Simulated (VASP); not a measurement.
CdF2: single point with HF

The system is CdF2.

```
Cd F
1.0
     0.00000    2.68258    2.68258
     2.68258    0.00000    2.68258
     2.68258    2.68258    0.00000
Cd F
1 2
Direct
  0.00000 0.00000 0.00000
  0.25000 0.25000 0.25000
  0.75000 0.75000 0.75000
```

| Item | Value |
| --- | --- |
| Program | VASP 6.6.1 |
| Task | single point |
| Functional | HF |
| Potentials or basis | VASP PAW PBE potentials, release 64 (Cd, F) |
| Cutoff | 520 eV |
| k mesh | 4 × 4 × 4 |
| Occupations | gaussian, width 0.01 eV |
| Spin | no spin polarisation |

```json
{"Pressure": "6.4 GPa", "Band gap on the k mesh": "15.27 eV (least direct gap 15.96 eV)"}
```

Levels at points of the mesh, in eV from the valence-band top:
| k point | band 11 | band 12 | band 13 | band 14 | band 15 | band 16 |
| --- | --- | --- | --- | --- | --- | --- |
| (0.00, 0.00, 0.00) | -0.68 | -0.68 | -0.68 | 15.27 | 25.39 | 25.39 |
| (0.50, 0.00, 0.00) | -2.25 | -0.52 | -0.52 | 20.38 | 20.90 | 28.20 |
| (0.50, 0.50, 0.00) | -0.67 | -0.11 | -0.11 | 21.56 | 22.33 | 23.15 |

Wall time 7.6 min on 1 thread of Intel(R) Xeon(R) 6975P-C (Granite Rapids) (shared host), peak memory 0.17 GiB.

Caveat: the k points lie up to 0.51 Å⁻¹ apart; the PAW data sets were made with another functional, which shifts forces and pressure a little. A k mesh can miss the band edges.
